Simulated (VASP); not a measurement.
# RbBiAs (P4/nmm) in VASP: a series of runs

The runs below take RbBiAs through single point, with PBE.

Program: VASP 6.6.1. These are calculated values, not measurements. Logs are shortened: lines on timing, memory, paths and dates and some standing lists are left out, and cuts for length are marked.

## Step 1: The cell of the first run

It takes space group P4/nmm (No. 129, tetragonal). The conventional cell has a = 4.595 Å, b = 4.595 Å, c = 7.928 Å, α = 90.00°, β = 90.00°, γ = 90.00°. Within 3.9 Å of Rb (site symmetry 4mm) lie 4 As at 2.94 Å and 5 Bi at 3.31 to 3.39 Å. Within 4.4 Å of Bi (site symmetry 4mm) lie 5 Rb at 3.31 to 3.39 Å and 4 As at 3.61 Å and 4 Bi at 4.01 Å. Within 3.9 Å of As (site symmetry -4m2) lie 4 Rb at 2.94 Å and 4 As at 3.25 Å and 4 Bi at 3.61 Å.

## Step 2: Single point, PBE

Contents of INCAR:

```
SYSTEM = RbBiAs
ALGO = Normal ; EDIFF = 1E-7
ENCUT = 520 ; GGA = PE
ISIF = 2 ; ISMEAR = 0
LASPH = .TRUE. ; LCHARG = .TRUE.
LELF = .TRUE. ; LREAL = .FALSE.
LVHAR = .TRUE. ; LWAVE = .FALSE.
NBANDS = 38 ; NELM = 100
PREC = Accurate ; SIGMA = 0.1
```

Contents of KPOINTS:

```
k-points
0
G
  4 4 2
  0 0 0
```

Contents of POSCAR:

```
RbBiAs
1.0
    4.5952314724      0.0000000000      0.0000000000
    0.0000000000      4.5952314724      0.0000000000
    0.0000000000      0.0000000000      7.9279629668
Rb Bi As
2 2 2
Direct
    0.5000000000      0.0000000000      0.2305000000
    0.0000000000      0.5000000000      0.7695000000
    0.5000000000      0.0000000000      0.6480000000
    0.0000000000      0.5000000000      0.3520000000
    0.0000000000      0.0000000000      0.0000000000
    0.5000000000      0.5000000000      0.0000000000
```

Potentials or basis: VASP PAW PBE potentials, release 64 (Rb_sv, Bi_d, As).

The run is started by

```
cat potpaw_PBE.64/Rb_sv/POTCAR potpaw_PBE.64/Bi_d/POTCAR potpaw_PBE.64/As/POTCAR > POTCAR
mpirun -np 1 vasp_std > vasp.out
```

OUTCAR:

```text
SYSTEM = RbBiAs
   EDIFF = 1E-7
   ENCUT = 520
   GGA = PE
   ISIF = 2
   ISMEAR = 0
   LASPH = .TRUE.
   LREAL = .FALSE.
   NELM = 100
   PREC = Accurate

 ion  position               nearest neighbor table
   1  0.500  0.000  0.230-   5 2.94   6 2.94   6 2.94   5 2.94   3 3.31   4 3.39   4 3.39   4 3.39
                             4 3.39   3 4.62   2 4.89   2 4.89   2 4.89   2 4.89   2 5.37   2 5.37
   2  0.000  0.500  0.770-   5 2.94   6 2.94   5 2.94   6 2.94   4 3.31   3 3.39   3 3.39   3 3.39
                             3 3.39   4 4.62   1 4.89   1 4.89   1 4.89   1 4.89   1 5.37   1 5.37
   3  0.500  0.000  0.648-   1 3.31   2 3.39   2 3.39   2 3.39   2 3.39   1 4.62
   4  0.000  0.500  0.352-   2 3.31   1 3.39   1 3.39   1 3.39   1 3.39   2 4.62
   5  0.000  0.000  0.000-   1 2.94   2 2.94   2 2.94   1 2.94
   6  0.500  0.500  0.000-   1 2.94   2 2.94   1 2.94   2 2.94

  LATTYP: Found a simple tetragonal cell.
 ALAT       =     4.5952314724
 C/A-ratio  =     1.7252586762

  Lattice vectors:

 A1 = (   4.5952314724,   0.0000000000,   0.0000000000)
 A2 = (   0.0000000000,   4.5952314724,   0.0000000000)
 A3 = (   0.0000000000,   0.0000000000,   7.9279629668)

Analysis of symmetry for initial positions (statically):
=====================================================================
 Subroutine PRICEL returns:
 Original cell was already a primitive cell.

 Routine SETGRP: Setting up the symmetry group for a
 simple tetragonal supercell.

 Subroutine GETGRP returns: Found 16 space group operations
 (whereof  8 operations were pure point group operations)
 out of a pool of 16 trial point group operations.

The static configuration has the point symmetry D_2d.
 The point group associated with its full space group is D_4h.

Analysis of symmetry for dynamics (positions and initial velocities):
=====================================================================
 Subroutine PRICEL returns:
 Original cell was already a primitive cell.

 Routine SETGRP: Setting up the symmetry group for a
 simple tetragonal supercell.

 Subroutine GETGRP returns: Found 16 space group operations
 (whereof  8 operations were pure point group operations)
 out of a pool of 16 trial point group operations.

The dynamic configuration has the point symmetry D_2d.
 The point group associated with its full space group is D_4h.

 Subroutine INISYM returns: Found 16 space group operations
 (whereof  8 operations are pure point group operations),
 and found     1 'primitive' translations

----------------------------------------------------------------------------------------

                                     Primitive cell

  volume of cell :     167.4081

  direct lattice vectors                    reciprocal lattice vectors
     4.595231472  0.000000000  0.000000000     0.217616894  0.000000000  0.000000000
     0.000000000  4.595231472  0.000000000     0.000000000  0.217616894  0.000000000
     0.000000000  0.000000000  7.927962967     0.000000000  0.000000000  0.126135806

  length of vectors
     4.595231472  4.595231472  7.927962967     0.217616894  0.217616894  0.126135806

  position of ions in fractional coordinates (direct lattice)
     0.500000000  0.000000000  0.230500000
     0.000000000  0.500000000  0.769500000
     0.500000000  0.000000000  0.648000000
     0.000000000  0.500000000  0.352000000
     0.000000000  0.000000000  0.000000000
     0.500000000  0.500000000  0.000000000

  ion indices of the primitive-cell ions
   primitive index   ion index
                 1           1
                 2           2
                 3           3
                 4           4
                 5           5
                 6           6

----------------------------------------------------------------------------------------

 KPOINTS: k-points

Automatic generation of k-mesh.
 Grid dimensions read from file:
 generate k-points for:    4    4    2

 Generating k-lattice:

  Cartesian coordinates                     Fractional coordinates (reciprocal lattice)
     0.054404223  0.000000000  0.000000000     0.250000000  0.000000000  0.000000000
     0.000000000  0.054404223  0.000000000     0.000000000  0.250000000  0.000000000
     0.000000000  0.000000000  0.063067903     0.000000000  0.000000000  0.500000000

  Length of vectors
     0.054404223  0.054404223  0.063067903

  Shift w.r.t. Gamma in fractional coordinates (k-lattice)
     0.000000000  0.000000000  0.000000000

 Subroutine IBZKPT returns following result:
 ===========================================

 Found     12 irreducible k-points:

 Following reciprocal coordinates:
            Coordinates               Weight
  0.000000  0.000000  0.000000      1.000000
  0.250000  0.000000  0.000000      4.000000
  0.500000  0.000000  0.000000      2.000000
  0.250000  0.250000  0.000000      4.000000
  0.500000  0.250000  0.000000      4.000000
  0.500000  0.500000  0.000000      1.000000
  0.000000  0.000000  0.500000      1.000000
  0.250000  0.000000  0.500000      4.000000
  0.500000  0.000000  0.500000      2.000000
  0.250000  0.250000  0.500000      4.000000
  0.500000  0.250000  0.500000      4.000000
  0.500000  0.500000  0.500000      1.000000
   k-points           NKPTS =     12   k-points in BZ     NKDIM =     12   number of bands    NBANDS=     38
   number of dos      NEDOS =    301   number of ions     NIONS =      6
   total plane-waves  NPLWV =  77760
   dimension x,y,z NGX =    36 NGY =   36 NGZ =   60
   dimension x,y,z NGXF=    72 NGYF=   72 NGZF=  120
   ions per type =               2   2   2
   NGX,Y,Z   is equivalent  to a cutoff of  13.02, 13.02, 12.58 a.u.
   NGXF,Y,Z  is equivalent  to a cutoff of  26.05, 26.05, 25.16 a.u.
 SYSTEM =  RbBiAs
   PREC   = accura    normal or accurate (medium, high low for compatibility)
   ISTART =      0    job   : 0-new  1-cont  2-samecut
   ICHARG =      2    charge: 1-file 2-atom 10-const
   ISPIN  =      1    spin polarized calculation?
   LNONCOLLINEAR =      F non collinear calculations
   LSORBIT =      F    spin-orbit coupling
   LASPH  =      T    aspherical Exc in radial PAW
   ENCUT  =  520.0 eV  38.22 Ry    6.18 a.u.   8.54  8.54 14.74*2*pi/ulx,y,z
   NELM   =    100;   NELMIN=  2; NELMDL= -5     # of ELM steps
   EDIFF  = 0.1E-06   stopping-criterion for ELM
   LREAL  =      F    real-space projection
   EDIFFG = 0.1E-05   stopping-criterion for IOM
   NSW    =      0    number of steps for IOM
   IBRION =     -1    ionic relax: 0-MD 1-quasi-New 2-CG
   NFREE  =      0    steps in history (QN), initial steepest desc. (CG)
   ISIF   =      2    stress and relaxation
   ISYM   =      2    0-nonsym 1-usesym 2-fastsym
   POTIM  = 0.5000    time-step for ionic-motion
   TEBEG  =    0.0;   TEEND  =   0.0 temperature during run
   PSTRESS=    0.0 pullay stress
   NELECT =      58.0000    total number of electrons
   NUPDOWN=      -1.0000    fix difference up-down
   EMIN   =  10.00;   EMAX   =-10.00  energy-range for DOS
   EFERMI =   0.00;   METHOD = LEGACY
   ISMEAR =     0;   SIGMA  =   0.10  broadening in eV -4-tet -1-fermi 0-gaus
   EFERMI_NEDOS =   21; number of points for ismear=-14 and -15
   IALGO  =     38    algorithm
   IMIX   =      4    mixing-type and parameters
     AMIX     =   0.40;   BMIX     =  1.00
     AMIX_MAG =   1.60;   BMIX_MAG =  1.00
  volume/ion in A,a.u.               =      27.90       188.29
  Fermi-wavevector in a.u.,A,eV,Ry     =   1.149808  2.172822 17.987700  1.322059
  Thomas-Fermi vector in A             =   2.286476
   LORBIT       =      0    0 simple, 1 ext, 2 COOP (PROOUT), +10 PAW based schemes
   GGA     = PE    functional components
   LHFCALC =     F    Hartree Fock is set to
   AEXX    =    0.0000 exact exchange contribution
   IVDW    =     0    specifies the selected vdW correction
   LEPSILON=     F    determine dielectric tensor
   LRPA    =     F    only Hartree local field effects (RPA)
 non-spin polarized calculation
 Gauss-broadening in eV      SIGMA  =   0.10
  energy-cutoff  :      520.00
  volume of cell :      167.41
 maximum number of plane-waves:      4530
 NGX is ok and might be reduce to    36
   NGX = 17   NGY = 17   NGZ = 29

 number of electron      58.0000002 magnetization

 Free energy of the ion-electron system (eV)
  ---------------------------------------------------
  ext. energy  EPLUGINS =         0.00000000
  ---------------------------------------------------
  free energy    TOTEN  =       -14.77241306 eV

  energy without entropy =      -14.75218225  energy(sigma->0) =      -14.76229765

 E-fermi :   4.4787     XC(G=0):  -9.7139

 val. band max:        4.4391458139   @ k =   0.5000   0.2500   0.5000
 cond. band min:       4.6046941103   @ k =   0.2500   0.2500   0.0000
 fundamental gap:      0.1655482965
 Fermi energy:         4.4786768540

 k-point     1 :       0.0000    0.0000    0.0000
  band No.  band energies     occupation
      1     -21.9076      2.00000
      2     -21.8888      2.00000
      3     -18.2437      2.00000
      4     -18.2343      2.00000
      5     -18.2082      2.00000
      6     -18.2082      2.00000
[... 30 lines left out ...]
     37       9.1576      0.00000
     38       9.6024      0.00000

 k-point     2 :       0.2500    0.0000    0.0000
  band No.  band energies     occupation
      1     -21.8987      2.00000
      2     -21.8854      2.00000
      3     -18.2422      2.00000
      4     -18.2356      2.00000
      5     -18.2065      2.00000
      6     -18.2057      2.00000
[... 30 lines left out ...]
     37       9.6219      0.00000
     38      10.7162      0.00000

 k-point     3 :       0.5000    0.0000    0.0000
  band No.  band energies     occupation
      1     -21.8859      2.00000
      2     -21.8859      2.00000
      3     -18.2388      2.00000
      4     -18.2388      2.00000
      5     -18.2017      2.00000
      6     -18.2017      2.00000
[... 30 lines left out ...]
     37      10.8240      0.00000
[... 289 lines left out ...]
 k-point    11 :       0.5000    0.2500    0.5000
  band No.  band energies     occupation
      1     -21.8819      2.00000
      2     -21.8819      2.00000
      3     -18.2379      2.00000
      4     -18.2379      2.00000
      5     -18.2087      2.00000
      6     -18.2087      2.00000
[... 30 lines left out ...]
     37      11.2124      0.00000
     38      11.2140      0.00000

 k-point    12 :       0.5000    0.5000    0.5000
  band No.  band energies     occupation
      1     -21.8780      2.00000
      2     -21.8780      2.00000
      3     -18.2368      2.00000
      4     -18.2368      2.00000
      5     -18.2128      2.00000
      6     -18.2128      2.00000
[... 30 lines left out ...]
     37      12.0030      0.00000
     38      12.0977      0.00000

------------------------ aborting loop because EDIFF is reached ----------------------------------------

  FORCE on cell =-STRESS in cart. coord.  units (eV):
  Direction    XX          YY          ZZ          XY          YZ          ZX
  --------------------------------------------------------------------------------------
  -------------------------------------------------------------------------------------
  Total        8.9551851      8.9551851      6.1890931      0.0000000      0.0000000      0.0000000
  in kB       85.7055111     85.7055111     59.2326550      0.0000000      0.0000000      0.0000000
  external PRESSURE =      76.8812257 kB  Pullay stress =       0.0000000 kB

 VOLUME and BASIS-vectors are now :
 -----------------------------------------------------------------------------
  energy-cutoff  :      520.00
  volume of cell :      167.41
      direct lattice vectors                 reciprocal lattice vectors
     4.595231472  0.000000000  0.000000000     0.217616894  0.000000000  0.000000000
     0.000000000  4.595231472  0.000000000     0.000000000  0.217616894  0.000000000
     0.000000000  0.000000000  7.927962967     0.000000000  0.000000000  0.126135806

 POSITION                                       TOTAL-FORCE (eV/Angst)
 -----------------------------------------------------------------------------------
      2.29762      0.00000      1.82740        -0.000000      0.000000      1.288411
      0.00000      2.29762      6.10057         0.000000      0.000000     -1.288411
      2.29762      0.00000      5.13732         0.000000      0.000000      0.189533
      0.00000      2.29762      2.79064        -0.000000      0.000000     -0.189533
      0.00000      0.00000      0.00000        -0.000000     -0.000000      0.000000
      2.29762      2.29762      0.00000        -0.000000      0.000000      0.000000
 -----------------------------------------------------------------------------------
    total drift:                                0.000000      0.000000     -0.000000

  FREE ENERGIE OF THE ION-ELECTRON SYSTEM (eV)
  ---------------------------------------------------
  free  energy   TOTEN  =       -14.7724130631 eV

  energy  without entropy=      -14.7521822464  energy(sigma->0) =      -14.76229765
```

Wall time 71 s (1 thread of Intel Xeon Platinum 8259CL at 2.50GHz (Skylake/Cascade Lake), shared host); peak memory 0.3 GiB.

Results:

```
Free energy            : -14.7724 eV
Pressure               : 7.7 GPa
Largest force          : 1.288 eV/Å
Band gap on the k mesh : zero (bands 29 and 30 overlap by 0.85 eV)
```

Forces in eV/Å, atoms in the order of the input:
```
Rb   0.000  0.000  1.288
Rb   0.000  0.000 -1.288
Bi   0.000  0.000  0.190
Bi   0.000  0.000 -0.190
As   0.000  0.000  0.000
As   0.000  0.000  0.000
```

Stress tensor (GPa, compression positive):
```
8.57 0.00 0.00
0.00 8.57 0.00
0.00 0.00 5.92
```

Caveat: the k points lie up to 0.40 Å⁻¹ apart, too coarse for converged energies and pressures of a metal; spin-orbit coupling is left out, which moves the levels of the heavy elements; forces of over 1 eV/Å act on the atoms, so gaps and moduli don't describe the material at rest.

## Step 3: Single point, PBE

This run uses another cell than the first one, of 39.60 Å³/atom.

Contents of INCAR:

```
SYSTEM = RbBiAs
PREC = Accurate
ENCUT = 520
EDIFF = 1E-6
ISMEAR = 0
SIGMA = 0.1
LREAL = .FALSE.
LASPH = .TRUE.
NELM = 60
ALGO = Fast
ISIF = 2
LWAVE = .FALSE.
LCHARG = .FALSE.
GGA = PE
NBANDS = 38
```

Contents of KPOINTS:

```
Automatic mesh
0
G
  4 4 2
  0 0 0
```

Contents of POSCAR:

```
RbBiAs
1.0
    5.4443617152      0.0000000000      0.0000000000
    0.0000000000      5.4443617152      0.0000000000
    0.0000000000      0.0000000000      8.0155286572
Rb Bi As
2 2 2
Direct
    0.5000000000      0.0000000000      0.3199993679
    0.0000000000      0.5000000000      0.6800006321
    0.5000000000      0.0000000000      0.8538333177
    0.0000000000      0.5000000000      0.1461666823
    0.0000000000      0.0000000000      0.0000000000
    0.5000000000      0.5000000000      0.0000000000
```

Potentials or basis: VASP PAW PBE potentials, release 64 (Rb_sv, Bi_d, As).

The run is started by

```
cat potpaw_PBE.64/Rb_sv/POTCAR potpaw_PBE.64/Bi_d/POTCAR potpaw_PBE.64/As/POTCAR > POTCAR
mpirun -np 1 vasp_std > vasp.out
```

It took 2.4 min on 1 thread of Intel Xeon Platinum 8259CL at 2.50GHz (Skylake/Cascade Lake), shared host; peak memory 0.35 GiB.

Results (log left out):

* Free energy: -20.2307 eV
* Pressure: 0.2 GPa
* Largest force: 0.011 eV/Å
* Band gap on the k mesh: zero (bands 29 and 30 overlap by 1.23 eV)

Forces in eV/Å, atoms in the order of the input:
```
Rb   0.000  0.000 -0.011
Rb   0.000  0.000  0.011
Bi   0.000  0.000 -0.007
Bi   0.000  0.000  0.007
As   0.000  0.000  0.000
As   0.000  0.000  0.000
```

Stress tensor (GPa, compression positive):
```
 0.34  0.00  0.00
 0.00  0.34  0.00
 0.00  0.00 -0.13
```

Levels at points of the mesh, in eV from the Fermi level:
```tsv
k point	band 25	band 26	band 27	band 28	band 29	band 30	band 31	band 32
(0.00, 0.00, 0.00)	-2.18	-2.18	-2.16	-1.53	-1.26	-0.23	1.40	1.40
(0.50, 0.00, 0.00)	-2.92	-2.92	-1.84	-1.84	0.41	0.41	1.71	1.71
(0.50, 0.50, 0.00)	-2.97	-2.97	0.02	0.02	0.27	0.27	1.03	1.03
(0.00, 0.00, 0.50)	-2.63	-2.19	-2.19	-1.32	-1.11	-0.43	1.47	1.47
(0.50, 0.00, 0.50)	-3.06	-3.06	-1.77	-1.77	0.53	0.53	1.18	1.18
(0.50, 0.50, 0.50)	-3.11	-3.11	0.03	0.03	0.45	0.45	1.40	1.40
```

Caveat: the k points lie up to 0.39 Å⁻¹ apart, too coarse for converged energies and pressures of a metal; spin-orbit coupling is left out, which moves the levels of the heavy elements.

The gap in the log of VASP goes by the Fermi energy; the results here count the filled bands.